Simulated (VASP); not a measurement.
# TiO (Pm-3m) in VASP: a series of runs

Runs on TiO. Level: PBEsol. Tasks: single point.

Program: VASP 6.6.1. These are calculated values, not measurements. Logs are shortened: lines on timing, memory, paths and dates and some standing lists are left out, and cuts for length are marked.

### 1 The cell of the first run

It takes space group Pm-3m (No. 221, cubic). The conventional cell has a = 4.113 Å, b = 4.113 Å, c = 4.113 Å, α = 90.00°, β = 90.00°, γ = 90.00°. Within 2.7 Å of Ti (site symmetry 4/mmm) lie 4 O at 2.06 Å. O (site symmetry 4/mmm) has 4 Ti at 2.06 Å within 2.7 Å.

### 2 Single point, PBEsol (volume scaled by 1.06)

File INCAR:

```
SYSTEM = TiO
PREC     = Accurate       ! precision mode
ENCUT    = 520            ! plane-wave cutoff, eV
EDIFF    = 1E-6           ! SCF threshold, eV
ISMEAR   = 0              ! smearing method
SIGMA    = 0.1            ! smearing width, eV
LREAL    = .False.        ! projectors in reciprocal space
LASPH    = .True.         ! aspherical terms in the spheres
NELM     = 80             ! most SCF steps
ALGO     = Normal         ! electronic algorithm
ISIF     = 2              ! what is computed and relaxed
LWAVE    = .False.        ! write WAVECAR
LCHARG   = .True.         ! write CHGCAR
GGA      = PS             ! functional
LELF     = .True.         ! ELF
LVHAR    = .True.       
NBANDS   = 36             ! bands
```

File KPOINTS:

```
Automatic mesh
0
Gamma
  10 10 10
  0 0 0
```

File POSCAR:

```
TiO
1.0
    4.1126169068      0.0000000000      0.0000000000
    0.0000000000      4.1126169068      0.0000000000
    0.0000000000      0.0000000000      4.1126169068
Ti O
3 3
Direct
    0.5000000000      0.5000000000      0.0000000000
    0.0000000000      0.5000000000      0.5000000000
    0.5000000000      0.0000000000      0.5000000000
    0.0000000000      0.5000000000      0.0000000000
    0.5000000000      0.0000000000      0.0000000000
    0.0000000000      0.0000000000      0.5000000000
```

Potentials or basis: VASP PAW PBE potentials, release 64 (Ti_sv, O).

Launch:

```console
cat potpaw_PBE.64/Ti_sv/POTCAR potpaw_PBE.64/O/POTCAR > POTCAR
mpirun -np 1 vasp_std > vasp.out
```

OUTCAR:

```text
SYSTEM = TiO
   PREC = Accurate
   ENCUT = 520
   EDIFF = 1E-6
   ISMEAR = 0
   LREAL = .False.
   LASPH = .True.
   NELM = 80
   ISIF = 2
   GGA = PS

 ion  position               nearest neighbor table
   1  0.500  0.500  0.000-   4 2.06   5 2.06   5 2.06   4 2.06   2 2.91   3 2.91   3 2.91   2 2.91
                             3 2.91   2 2.91   3 2.91   2 2.91
   2  0.000  0.500  0.500-   4 2.06   6 2.06   4 2.06   6 2.06   1 2.91   1 2.91   3 2.91   3 2.91
                             1 2.91   3 2.91   1 2.91   3 2.91
   3  0.500  0.000  0.500-   5 2.06   6 2.06   5 2.06   6 2.06   1 2.91   1 2.91   1 2.91   2 2.91
                             1 2.91   2 2.91   2 2.91   2 2.91
   4  0.000  0.500  0.000-   1 2.06   2 2.06   2 2.06   1 2.06
   5  0.500  0.000  0.000-   1 2.06   3 2.06   3 2.06   1 2.06
   6  0.000  0.000  0.500-   2 2.06   3 2.06   2 2.06   3 2.06

  LATTYP: Found a simple cubic cell.
 ALAT       =     4.1126169068

  Lattice vectors:

 A1 = (   4.1126169068,   0.0000000000,   0.0000000000)
 A2 = (   0.0000000000,   4.1126169068,   0.0000000000)
 A3 = (   0.0000000000,   0.0000000000,   4.1126169068)

Analysis of symmetry for initial positions (statically):
=====================================================================
 Subroutine PRICEL returns:
 Original cell was already a primitive cell.

 Routine SETGRP: Setting up the symmetry group for a
 simple cubic supercell.

 Subroutine GETGRP returns: Found 48 space group operations
 (whereof 48 operations were pure point group operations)
 out of a pool of 48 trial point group operations.

The static configuration has the point symmetry O_h .

Analysis of symmetry for dynamics (positions and initial velocities):
=====================================================================
 Subroutine PRICEL returns:
 Original cell was already a primitive cell.

 Routine SETGRP: Setting up the symmetry group for a
 simple cubic supercell.

 Subroutine GETGRP returns: Found 48 space group operations
 (whereof 48 operations were pure point group operations)
 out of a pool of 48 trial point group operations.

The dynamic configuration has the point symmetry O_h .

 Subroutine INISYM returns: Found 48 space group operations
 (whereof 48 operations are pure point group operations),
 and found     1 'primitive' translations

----------------------------------------------------------------------------------------

                                     Primitive cell

  volume of cell :      69.5592

  direct lattice vectors                    reciprocal lattice vectors
     4.112616907  0.000000000  0.000000000     0.243154182  0.000000000  0.000000000
     0.000000000  4.112616907  0.000000000     0.000000000  0.243154182  0.000000000
     0.000000000  0.000000000  4.112616907     0.000000000  0.000000000  0.243154182

  length of vectors
     4.112616907  4.112616907  4.112616907     0.243154182  0.243154182  0.243154182

  position of ions in fractional coordinates (direct lattice)
     0.500000000  0.500000000  0.000000000
     0.000000000  0.500000000  0.500000000
     0.500000000  0.000000000  0.500000000
     0.000000000  0.500000000  0.000000000
     0.500000000  0.000000000  0.000000000
     0.000000000  0.000000000  0.500000000

  ion indices of the primitive-cell ions
   primitive index   ion index
                 1           1
                 2           2
                 3           3
                 4           4
                 5           5
                 6           6

----------------------------------------------------------------------------------------

 KPOINTS: Automatic mesh

Automatic generation of k-mesh.
 Grid dimensions read from file:
 generate k-points for:   10   10   10

 Generating k-lattice:

  Cartesian coordinates                     Fractional coordinates (reciprocal lattice)
     0.024315418  0.000000000  0.000000000     0.100000000  0.000000000  0.000000000
     0.000000000  0.024315418  0.000000000     0.000000000  0.100000000  0.000000000
     0.000000000  0.000000000  0.024315418     0.000000000  0.000000000  0.100000000

  Length of vectors
     0.024315418  0.024315418  0.024315418

  Shift w.r.t. Gamma in fractional coordinates (k-lattice)
     0.000000000  0.000000000  0.000000000

 Subroutine IBZKPT returns following result:
 ===========================================

 Found     56 irreducible k-points:

 Following reciprocal coordinates:
            Coordinates               Weight
  0.000000  0.000000  0.000000      1.000000
  0.100000  0.000000  0.000000      6.000000
  0.200000  0.000000  0.000000      6.000000
  0.300000  0.000000  0.000000      6.000000
  0.400000  0.000000  0.000000      6.000000
  0.500000  0.000000  0.000000      3.000000
[... 16 lines left out ...]
  0.200000  0.100000  0.100000     24.000000
  0.300000  0.100000  0.100000     24.000000
 [... further k-points ...]
   k-points           NKPTS =     56   k-points in BZ     NKDIM =     56   number of bands    NBANDS=     36
   number of dos      NEDOS =    301   number of ions     NIONS =      6
   total plane-waves  NPLWV =  32768
   dimension x,y,z NGX =    32 NGY =   32 NGZ =   32
   dimension x,y,z NGXF=    64 NGYF=   64 NGZF=   64
   ions per type =               3   3
   NGX,Y,Z   is equivalent  to a cutoff of  12.94, 12.94, 12.94 a.u.
   NGXF,Y,Z  is equivalent  to a cutoff of  25.87, 25.87, 25.87 a.u.
 SYSTEM =  TiO
   PREC   = accura    normal or accurate (medium, high low for compatibility)
   ISTART =      0    job   : 0-new  1-cont  2-samecut
   ICHARG =      2    charge: 1-file 2-atom 10-const
   ISPIN  =      1    spin polarized calculation?
   LNONCOLLINEAR =      F non collinear calculations
   LSORBIT =      F    spin-orbit coupling
   LASPH  =      T    aspherical Exc in radial PAW
   ENCUT  =  520.0 eV  38.22 Ry    6.18 a.u.   7.65  7.65  7.65*2*pi/ulx,y,z
   NELM   =     80;   NELMIN=  2; NELMDL= -5     # of ELM steps
   EDIFF  = 0.1E-05   stopping-criterion for ELM
   LREAL  =      F    real-space projection
[... 7 lines left out ...]
   TEBEG  =    0.0;   TEEND  =   0.0 temperature during run
   PSTRESS=    0.0 pullay stress
   NELECT =      54.0000    total number of electrons
   NUPDOWN=      -1.0000    fix difference up-down
   EMIN   =  10.00;   EMAX   =-10.00  energy-range for DOS
   EFERMI =   0.00;   METHOD = LEGACY
   ISMEAR =     0;   SIGMA  =   0.10  broadening in eV -4-tet -1-fermi 0-gaus
   EFERMI_NEDOS =   21; number of points for ismear=-14 and -15
   IALGO  =     38    algorithm
   IMIX   =      4    mixing-type and parameters
     AMIX     =   0.40;   BMIX     =  1.00
     AMIX_MAG =   1.60;   BMIX_MAG =  1.00
  volume/ion in A,a.u.               =      11.59        78.23
  Fermi-wavevector in a.u.,A,eV,Ry     =   1.504600  2.843282 30.801171  2.263822
  Thomas-Fermi vector in A             =   2.615559
   LORBIT       =      0    0 simple, 1 ext, 2 COOP (PROOUT), +10 PAW based schemes
   GGA     = PS    functional components
   LHFCALC =     F    Hartree Fock is set to
   AEXX    =    0.0000 exact exchange contribution
   IVDW    =     0    specifies the selected vdW correction
   LEPSILON=     F    determine dielectric tensor
   LRPA    =     F    only Hartree local field effects (RPA)
 non-spin polarized calculation
 Gauss-broadening in eV      SIGMA  =   0.10
  energy-cutoff  :      520.00
  volume of cell :       69.56
 maximum number of plane-waves:      1888
 NGX is ok and might be reduce to    32
   NGX = 15   NGY = 15   NGZ = 15

 number of electron      54.0000038 magnetization

 Free energy of the ion-electron system (eV)
  ---------------------------------------------------
  ext. energy  EPLUGINS =         0.00000000
  ---------------------------------------------------
  free energy    TOTEN  =       -55.87330239 eV

  energy without entropy =      -55.84636787  energy(sigma->0) =      -55.85983513

 E-fermi :   7.6746     XC(G=0): -11.9459

 val. band max:        7.6679010368   @ k =   0.3000   0.3000   0.2000
 cond. band min:       7.6795632864   @ k =   0.4000   0.3000   0.2000
 fundamental gap:      0.0116622496
 Fermi energy:         7.6746367582

 k-point     1 :       0.0000    0.0000    0.0000
  band No.  band energies     occupation
      1     -49.3613      2.00000
      2     -49.2307      2.00000
      3     -49.2307      2.00000
      4     -25.9370      2.00000
      5     -25.9370      2.00000
      6     -25.9370      2.00000
[... 28 lines left out ...]
     35      10.9212      0.00000
     36      10.9236      0.00000

 k-point     2 :       0.1000    0.0000    0.0000
  band No.  band energies     occupation
      1     -49.3585      2.00000
      2     -49.2335      2.00000
      3     -49.2306      2.00000
      4     -25.9335      2.00000
      5     -25.9313      2.00000
      6     -25.9313      2.00000
[... 28 lines left out ...]
     35      10.9096      0.00000
     36      11.0010      0.00000

 k-point     3 :       0.2000    0.0000    0.0000
  band No.  band energies     occupation
      1     -49.3503      2.00000
      2     -49.2416      2.00000
      3     -49.2304      2.00000
      4     -25.9239      2.00000
      5     -25.9154      2.00000
      6     -25.9154      2.00000
[... 28 lines left out ...]
     35      10.6224      0.00000
     36      10.6248      0.00000
[... 742 lines left out ...]
 k-point    23 :       0.2000    0.1000    0.1000
  band No.  band energies     occupation
      1     -49.3451      2.00000
      2     -49.2424      2.00000
      3     -49.2345      2.00000
      4     -25.9564      2.00000
      5     -25.9050      2.00000
      6     -25.8934      2.00000
[... 28 lines left out ...]
     35      10.6600      0.00000
     36      10.7560      0.00000

 k-point    24 :       0.3000    0.1000    0.1000
  band No.  band energies     occupation
      1     -49.3332      2.00000
      2     -49.2540      2.00000
      3     -49.2342      2.00000
      4     -25.9543      2.00000
      5     -25.8979      2.00000
      6     -25.8808      2.00000
[... 28 lines left out ...]
     35      10.5586      0.00000
     36      10.6111      0.00000

 [... further k-points ...]
[... 5 lines left out ...]
  --------------------------------------------------------------------------------------
  -------------------------------------------------------------------------------------
  Total       -4.8315892     -4.8315892     -4.8315892      0.0000000     -0.0000000      0.0000000
  in kB     -111.2873542   -111.2873542   -111.2873542      0.0000000     -0.0000000      0.0000000
  external PRESSURE =    -111.2873542 kB  Pullay stress =       0.0000000 kB

 VOLUME and BASIS-vectors are now :
 -----------------------------------------------------------------------------
  energy-cutoff  :      520.00
  volume of cell :       69.56
      direct lattice vectors                 reciprocal lattice vectors
     4.112616907  0.000000000  0.000000000     0.243154182  0.000000000  0.000000000
     0.000000000  4.112616907  0.000000000     0.000000000  0.243154182  0.000000000
     0.000000000  0.000000000  4.112616907     0.000000000  0.000000000  0.243154182

 POSITION                                       TOTAL-FORCE (eV/Angst)
 -----------------------------------------------------------------------------------
      2.05631      2.05631      0.00000         0.000000      0.000000      0.000000
      0.00000      2.05631      2.05631         0.000000      0.000000      0.000000
      2.05631      0.00000      2.05631         0.000000      0.000000      0.000000
      0.00000      2.05631      0.00000         0.000000      0.000000      0.000000
      2.05631      0.00000      0.00000         0.000000      0.000000      0.000000
      0.00000      0.00000      2.05631         0.000000      0.000000      0.000000
 -----------------------------------------------------------------------------------
    total drift:                                0.000000     -0.000000     -0.000000

  FREE ENERGIE OF THE ION-ELECTRON SYSTEM (eV)
  ---------------------------------------------------
  free  energy   TOTEN  =       -55.8733023909 eV

  energy  without entropy=      -55.8463678703  energy(sigma->0) =      -55.85983513
```

Run time: 42 s. Hardware: 1 thread of Intel Xeon 6975P-C (Granite Rapids), shared host; peak memory 0.24 GiB.

What came out:

```
Free energy            : -55.8733 eV
Pressure               : -11.1 GPa
Band gap on the k mesh : zero (band 27 reaches 8.06 eV, above the bottom of band 28 at 6.23 eV)
```

Levels at points of the mesh, in eV from the Fermi level:
```tsv
k point	band 23	band 24	band 25	band 26	band 27	band 28	band 29	band 30	band 31	band 32
(0.00, 0.00, 0.00)	-2.88	-2.88	-2.88	-1.44	-1.44	-1.44	1.28	1.28	1.28	2.03
(0.50, 0.00, 0.00)	-3.52	-3.52	-2.55	-1.06	0.39	0.39	0.74	1.27	1.51	1.51
(0.50, 0.50, 0.00)	-4.71	-2.43	-1.31	-0.74	-0.01	-0.01	1.82	1.86	1.91	1.91
(0.50, 0.50, 0.50)	-2.83	-2.83	-0.62	-0.62	-0.62	0.46	2.54	2.54	2.54	2.66
```

Caveat: the PAW data sets were made with another functional, which shifts forces and pressure a little; semilocal functionals often make such compounds metallic where correlation or magnetic order opens a gap, which also shifts bond lengths.

### 3 Single point, PBEsol (volume scaled by 1.10)

File INCAR:

```
PREC = Accurate
ENCUT = 520
EDIFF = 1E-6
ISMEAR = 0
SIGMA = 0.1
LREAL = False
LASPH = True
NELM = 100
ALGO = Normal
ISIF = 2
LWAVE = False
LCHARG = True
GGA = PS
LELF = True
LVHAR = True
NBANDS = 36
```

File KPOINTS:

```
regular mesh
0
Gamma
  10 10 10
```

Edit POSCAR of step 2 so:

```diff
@@ -2,5 +2,5 @@
 1.0
-    4.1126169068      0.0000000000      0.0000000000
-    0.0000000000      4.1126169068      0.0000000000
-    0.0000000000      0.0000000000      4.1126169068
+    4.1637105400      0.0000000000      0.0000000000
+    0.0000000000      4.1637105400      0.0000000000
+    0.0000000000      0.0000000000      4.1637105400
 Ti O
```

Potentials or basis: VASP PAW PBE potentials, release 64 (Ti_sv, O).

Launch:

```console
cat potpaw_PBE.64/Ti_sv/POTCAR potpaw_PBE.64/O/POTCAR > POTCAR
mpirun -np 1 vasp_std > vasp.out
```

It took 45 s on 1 thread of Intel Xeon 6975P-C (Granite Rapids), shared host; peak memory 0.24 GiB.

The run converged. Its results:

- Free energy: -55.6430 eV
- Pressure: -17.1 GPa
- Band gap on the k mesh: zero (band 27 reaches 7.63 eV, above the bottom of band 28 at 5.89 eV)

Levels at points of the mesh, in eV from the Fermi level:
```tsv
k point	band 24	band 25	band 26	band 27	band 28	band 29	band 30	band 31
(0.00, 0.00, 0.00)	-2.78	-2.78	-1.36	-1.36	-1.36	1.23	1.23	1.23
(0.50, 0.00, 0.00)	-3.40	-2.47	-1.00	0.38	0.38	0.73	1.20	1.44
(0.50, 0.50, 0.00)	-2.34	-1.29	-0.71	-0.01	-0.01	1.74	1.77	1.82
(0.50, 0.50, 0.50)	-2.72	-0.59	-0.59	-0.59	0.38	2.41	2.41	2.41
```

Caveat: the PAW data sets were made with another functional, which shifts forces and pressure a little; semilocal functionals often make such compounds metallic where correlation or magnetic order opens a gap, which also shifts bond lengths.
